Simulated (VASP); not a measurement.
# BAs (F-43m) in VASP: further runs, part 2 of 2

VASP 6.6.1.

## 4. Vibrations by perturbation theory, LDA

This run uses another cell than the first one, of 12.10 Å³/atom, 1.041 times its volume.

INCAR reads:

```
SYSTEM = BAs
  PREC = Accurate
  ENCUT = 520
  EDIFF = 1E-8
  ISMEAR = 0
  SIGMA = 0.01
  LREAL = .FALSE.
  LASPH = .TRUE.
  NELM = 80
  ALGO = Normal
  ISIF = 2
  LWAVE = .FALSE.
  LCHARG = .TRUE.
  GGA = CA
  IBRION = 8
  NSW = 1
  LEPSILON = .TRUE.
```

KPOINTS reads:

```
regular mesh
0
G
  10 10 10
  0 0 0
```

POSCAR reads:

```
BAs
1.0
    0.0000000000      2.2956829298      2.2956829298
    2.2956829298      0.0000000000      2.2956829298
    2.2956829298      2.2956829298      0.0000000000
B As
1 1
Direct
    0.0000000000      0.0000000000      0.0000000000
    0.7500000000      0.7500000000      0.7500000000
```

Potentials or basis: VASP PAW LDA potentials, release 64 (B, As).

On the command line:

```console
> cat potpaw_LDA.64/B/POTCAR potpaw_LDA.64/As/POTCAR > POTCAR
> mpirun -np 1 vasp_std > vasp.out
```

OUTCAR:

```text
SYSTEM = BAs
   PREC = Accurate
   ENCUT = 520
   EDIFF = 1E-8
   ISMEAR = 0
   LREAL = .FALSE.
   LASPH = .TRUE.
   NELM = 80
   ISIF = 2
   GGA = CA
   IBRION = 8
   NSW = 1
   LEPSILON = .TRUE.

 ion  position               nearest neighbor table
   1  0.000  0.000  0.000-   2 1.99   2 1.99   2 1.99   2 1.99
   2  0.750  0.750  0.750-   1 1.99   1 1.99   1 1.99   1 1.99

  LATTYP: Found a face centered cubic cell.
 ALAT       =     4.5913658596

  Lattice vectors:

 A1 = (   0.0000000000,   2.2956829298,   2.2956829298)
 A2 = (   2.2956829298,   0.0000000000,   2.2956829298)
 A3 = (   2.2956829298,   2.2956829298,   0.0000000000)

Analysis of symmetry for initial positions (statically):
=====================================================================
 Subroutine PRICEL returns:
 Original cell was already a primitive cell.

 Routine SETGRP: Setting up the symmetry group for a
 face centered cubic supercell.

 Subroutine GETGRP returns: Found 24 space group operations
 (whereof 24 operations were pure point group operations)
 out of a pool of 48 trial point group operations.

The static configuration has the point symmetry T_d .

Analysis of symmetry for dynamics (positions and initial velocities):
=====================================================================
 Subroutine PRICEL returns:
 Original cell was already a primitive cell.

 Routine SETGRP: Setting up the symmetry group for a
 face centered cubic supercell.
[... 522 lines left out ...]

 PIEZOELECTRIC TENSOR (including local field effects)  for field in x, y, z        (C/m^2)
          XX          YY          ZZ          XY          YZ          ZX
  --------------------------------------------------------------------------------
  x    -0.00000    -0.00000    -0.00000     0.00000    -0.24486     0.00000
  y     0.00000     0.00000    -0.00000     0.00000     0.00000    -0.24486
  z    -0.00000     0.00000    -0.00000    -0.24486     0.00000     0.00000

 BORN EFFECTIVE CHARGES (including local field effects) (in |e|, cummulative output)
 ---------------------------------------------------------------------------------
 ion    1
    1    -0.84338     0.00000     0.00000
    2    -0.00000    -0.84338    -0.00000
    3     0.00000     0.00000    -0.84338
 ion    2
    1     0.84338     0.00000     0.00000
    2     0.00000     0.84338     0.00000
    3     0.00000    -0.00000     0.84338

 INTERNAL STRAIN TENSOR FOR ION    2 for displacements in x,y,z  (eV/Angst):
          X           Y           Z          XY          YZ          ZX
  --------------------------------------------------------------------------------
  x     0.00000     0.00000     0.00000     0.00000    11.92086     0.00000
  y     0.00000     0.00000     0.00000     0.00000     0.00000    11.92086
  z     0.00000     0.00000     0.00000    11.92086     0.00000     0.00000

 SECOND DERIVATIVES (NOT SYMMETRIZED)
 ------------------------------------
               1X          1Y          1Z          2X          2Y          2Z
  1X   -20.728590    0.000000    0.000000   20.728590    0.000000    0.000000
  1Y     0.000000  -20.728590    0.000000    0.000000   20.728590    0.000000
  1Z     0.000000    0.000000  -20.728590    0.000000    0.000000   20.728590
  2X    20.722300    0.000000    0.000000  -20.722300    0.000000    0.000000
  2Y     0.000000   20.722300    0.000000    0.000000  -20.722300    0.000000
  2Z     0.000000    0.000000   20.722300    0.000000    0.000000  -20.722300

 Eigenvectors and eigenvalues of the dynamical matrix
 ----------------------------------------------------

   1 f  =   23.156008 THz   145.493489 2PiTHz  772.401284 cm-1    95.765511 meV
             X         Y         Z           dx          dy          dz
      0.000000  0.000000  0.000000     0.000000    0.934844    0.000000
      3.443524  3.443524  3.443524     0.000000   -0.355060    0.000000
[... 21 lines left out ...]
   6 f/i=    0.001166 THz     0.007327 2PiTHz    0.038899 cm-1     0.004823 meV
             X         Y         Z           dx          dy          dz
      0.000000  0.000000  0.000000     0.000000    0.000000   -0.355060
      3.443524  3.443524  3.443524     0.000000    0.000000   -0.934844

--------------------------------------------------------------------------------------------------------

 MACROSCOPIC STATIC DIELECTRIC TENSOR IONIC CONTRIBUTION
 ------------------------------------------------------
           0.256648     0.000000     0.000000
           0.000000     0.256648    -0.000000
           0.000000    -0.000000     0.256648
 ------------------------------------------------------

 ELASTIC MODULI CONTR FROM IONIC RELAXATION (kBar)
 Direction    XX          YY          ZZ          XY          YZ          ZX
 --------------------------------------------------------------------------------
 XX          -0.0000     -0.0000     -0.0000     -0.0000      0.0000     -0.0000
 YY          -0.0000     -0.0000     -0.0000     -0.0000     -0.0000     -0.0000
 ZZ          -0.0000     -0.0000     -0.0000      0.0000     -0.0000     -0.0000
 XY          -0.0000     -0.0000      0.0000   -470.3624      0.0000      0.0000
 YZ           0.0000     -0.0000     -0.0000      0.0000   -470.3624      0.0000
 ZX          -0.0000     -0.0000     -0.0000      0.0000      0.0000   -470.3624
 --------------------------------------------------------------------------------

 PIEZOELECTRIC TENSOR IONIC CONTR  for field in x, y, z        (C/m^2)
          XX          YY          ZZ          XY          YZ          ZX
  --------------------------------------------------------------------------------
  x     0.00000     0.00000     0.00000     0.00000     0.32693     0.00000
  y     0.00000     0.00000     0.00000    -0.00000     0.00000     0.32693
  z     0.00000     0.00000    -0.00000     0.32693     0.00000    -0.00000
```

It took 1.8 min on 1 thread of AMD EPYC 9R45 (Zen 5), shared host; peak memory 0.19 GiB.

Results:

* Electronic dielectric tensor (diagonal): 9.44
* Born charges (mean of the diagonal): B -0.84; As +0.84 e
* Highest phonon frequency at Γ, LO-TO splitting left out: 772 cm⁻¹

Phonon frequencies in cm⁻¹ (negative: imaginary):
```csv
q point,frequencies
"(0.000, 0.000, 0.000)",0 0 0 772 772 772
```

Electronic dielectric tensor:
```
9.44 0.00 0.00
0.00 9.44 0.00
0.00 0.00 9.44
```

Born effective charge tensors (e):
atom 1, B
```
-0.84  0.00  0.00
 0.00 -0.84  0.00
 0.00  0.00 -0.84
```
atom 2, As
```
0.84 0.00 0.00
0.00 0.84 0.00
0.00 0.00 0.84
```

Caveat: the cell wasn't relaxed at this level first, which shifts response properties.

## 5. Vibrations by perturbation theory, LDA

This run uses another cell than the first one, of 13.16 Å³/atom, 1.132 times its volume.

INCAR reads:

```
  PREC = Accurate
  ENCUT = 520
  EDIFF = 1E-8
  ISMEAR = 0
  SIGMA = 0.01
  LREAL = F
  LASPH = T
  NELM = 80
  ALGO = Normal
  ISIF = 2
  LWAVE = F
  LCHARG = F
  IBRION = 8
  NSW = 1
  LEPSILON = T
```

KPOINTS reads:

```
regular mesh
0
Gamma
  10 10 10
```

POSCAR reads:

```
BAs
1.0
    0.0000000000      2.3608039374      2.3608039374
    2.3608039374      0.0000000000      2.3608039374
    2.3608039374      2.3608039374      0.0000000000
B As
1 1
Direct
    0.0000000000      0.0000000000      0.0000000000
    0.7500000000      0.7500000000      0.7500000000
```

Potentials or basis: VASP PAW LDA potentials, release 64 (B, As).

On the command line:

```console
> cat potpaw_LDA.64/B/POTCAR potpaw_LDA.64/As/POTCAR > POTCAR
> mpirun -np 1 vasp_std > vasp.out
```

OUTCAR:

```text
PREC = Accurate
   ENCUT = 520
   EDIFF = 1E-8
   ISMEAR = 0
   LREAL = F
   LASPH = T
   NELM = 80
   ISIF = 2
   IBRION = 8
   NSW = 1
   LEPSILON = T

 ion  position               nearest neighbor table
   1  0.000  0.000  0.000-   2 2.04   2 2.04   2 2.04   2 2.04
   2  0.750  0.750  0.750-   1 2.04   1 2.04   1 2.04   1 2.04

  LATTYP: Found a face centered cubic cell.
 ALAT       =     4.7216078748
[... 592 lines left out ...]
      0.000000  0.000000  0.000000     0.000000    0.934831    0.000000
      3.541206  3.541206  3.541206     0.000000   -0.355094    0.000000
[... 21 lines left out ...]
   6 f/i=    0.000292 THz     0.001833 2PiTHz    0.009729 cm-1     0.001206 meV
             X         Y         Z           dx          dy          dz
      0.000000  0.000000  0.000000     0.000000   -0.355094    0.000000
      3.541206  3.541206  3.541206     0.000000   -0.934831    0.000000

--------------------------------------------------------------------------------------------------------

 MACROSCOPIC STATIC DIELECTRIC TENSOR IONIC CONTRIBUTION
 ------------------------------------------------------
           0.139855    -0.000000     0.000000
          -0.000000     0.139855     0.000000
           0.000000     0.000000     0.139855
 ------------------------------------------------------

 ELASTIC MODULI CONTR FROM IONIC RELAXATION (kBar)
 Direction    XX          YY          ZZ          XY          YZ          ZX
 --------------------------------------------------------------------------------
 XX          -0.0000      0.0000      0.0000      0.0000      0.0000      0.0000
 YY           0.0000     -0.0000      0.0000      0.0000      0.0000      0.0000
 ZZ           0.0000      0.0000     -0.0000      0.0000      0.0000      0.0000
 XY           0.0000      0.0000      0.0000   -226.2713      0.0000      0.0000
 YZ           0.0000      0.0000      0.0000      0.0000   -226.2713      0.0000
 ZX           0.0000      0.0000      0.0000      0.0000      0.0000   -226.2713
 --------------------------------------------------------------------------------

 PIEZOELECTRIC TENSOR IONIC CONTR  for field in x, y, z        (C/m^2)
          XX          YY          ZZ          XY          YZ          ZX
  --------------------------------------------------------------------------------
  x    -0.00000     0.00000    -0.00000     0.00000     0.16739    -0.00000
  y     0.00000    -0.00000     0.00000     0.00000     0.00000     0.16739
  z     0.00000     0.00000    -0.00000     0.16739     0.00000     0.00000
```

OSZICAR:

```text
N       E                     dE             d eps       ncg     rms          rms(c)
DAV:   1     0.119066968973E+02    0.11907E+02   -0.38978E+03   752   0.881E+02
DAV:   2    -0.133913827733E+02   -0.25298E+02   -0.24168E+02  1152   0.107E+02
[... 141 lines left out ...]
RMM:   6    -0.376406216007E-01    0.31116E-05    0.27056E-06  4600   0.609E-04    0.119E-04
RMM:   7    -0.376404132060E-01    0.20839E-06    0.67809E-07  4758   0.766E-05    0.493E-05
RMM:   8    -0.376403308008E-01    0.82405E-07    0.18062E-07  4639   0.313E-05    0.113E-05
RMM:   9    -0.376403813868E-01   -0.50586E-07   -0.43588E-09  4680   0.627E-06    0.898E-07
RMM:  10    -0.376403920329E-01   -0.10646E-07   -0.71592E-10  3501   0.150E-06    0.261E-07
RMM:  11    -0.376403918298E-01    0.20315E-09   -0.26468E-15  1953   0.750E-07    0.120E-07
 Linear response finished
```

stdout:

```text
POSCAR found type information on POSCAR B As
 POSCAR found :  2 types and       2 ions
 scaLAPACK will be used
 LDA part: xc-table for (Slater(with rela. corr.)+CA(PZ))
 , standard interpolation
 POSCAR, INCAR and KPOINTS ok, starting setup
 FFT: planning ... GRIDC
 FFT: planning ... GRID_SOFT
 FFT: planning ... GRID
 WAVECAR not read
 entering main loop
[... 23 lines left out ...]
  Direction:   3
 dielectric tensor                  component  3 :     1.761     2.157     9.706
 Linear response DOF=           2
 Linear response progress:
 first order change of Fermi-energy   0.14935E-03
 force on displaced ion       1 direction 1 : -17.500   0.000   0.000
 Born effective charge ion    1 direction 1 :  -0.610   0.000   0.000
 Linear response progress:
 first order change of Fermi-energy   0.67574E-04
 force on displaced ion       2 direction 1 : -17.499   0.000   0.000
 Born effective charge ion    2 direction 1 :   0.588   0.000   0.000
 Born effective charges drift removed
 Linear response finished
```

Run time: 11 min. Hardware: 1 thread of AMD EPYC 7R13, shared host; peak memory 0.21 GiB.

Results:

```
Electronic dielectric tensor (diagonal)                 : 9.71
Born charges (mean of the diagonal)                     : B -0.60; As +0.60 e
Highest phonon frequency at Γ, LO-TO splitting left out : 710 cm⁻¹
```

Phonon frequencies in cm⁻¹ (negative: imaginary):
```csv
q point,frequencies
"(0.000, 0.000, 0.000)",0 0 0 710 710 710
```

Electronic dielectric tensor:
```
9.71 0.00 0.00
0.00 9.71 0.00
0.00 0.00 9.71
```

Born effective charge tensors (e):
atom 1, B
```
-0.60  0.00  0.00
 0.00 -0.60  0.00
 0.00  0.00 -0.60
```
atom 2, As
```
0.60 0.00 0.00
0.00 0.60 0.00
0.00 0.00 0.60
```

Caveat: the cell wasn't relaxed at this level first, which shifts response properties.
